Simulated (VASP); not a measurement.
# Al: single point with r2SCAN

Crystal: Al.

```
Al
1.0
     0.00000   -3.18874    0.00000
    -3.18874    0.00000    0.00000
     0.00000    0.00000   -3.18874
Al
2
Direct
  0.50000 0.50000 0.50000
  0.00000 0.00000 0.00000
```

```
Program             : VASP 6.6.1
Task                : single point
Functional          : r2SCAN
Potentials or basis : VASP PAW PBE potentials, release 64 (Al)
Cutoff              : 520 eV
k mesh              : 10 × 10 × 10
Occupations         : gaussian, width 0.15 eV
Spin                : no spin polarisation
```

| Item | Value |
| --- | --- |
| Pressure | -0.2 GPa |
| Band gap on the k mesh | zero (band 3 reaches 13.64 eV, above the bottom of band 4 at 4.19 eV) |

Levels at points of the mesh, in eV from the Fermi level:
| k point | band 1 | band 2 | band 3 | band 4 | band 5 | band 6 |
| --- | --- | --- | --- | --- | --- | --- |
| (0.00, 0.00, 0.00) | -12.02 | 2.01 | 2.01 | 2.01 | 2.91 | 2.91 |
| (0.50, 0.00, 0.00) | -8.19 | -8.19 | 5.39 | 5.39 | 5.39 | 5.39 |
| (0.50, 0.50, 0.00) | -4.81 | -4.81 | -4.06 | -4.06 | 8.69 | 8.69 |
| (0.50, 0.50, 0.50) | -1.21 | -1.21 | -1.21 | -1.21 | -1.21 | -1.21 |

It took 23 s on 1 thread of AMD EPYC 9R45 96-Core Processor (Zen 5) (shared host), peak memory 0.11 GiB.

Caveat: the PAW data sets were made with another functional, which shifts forces and pressure a little.
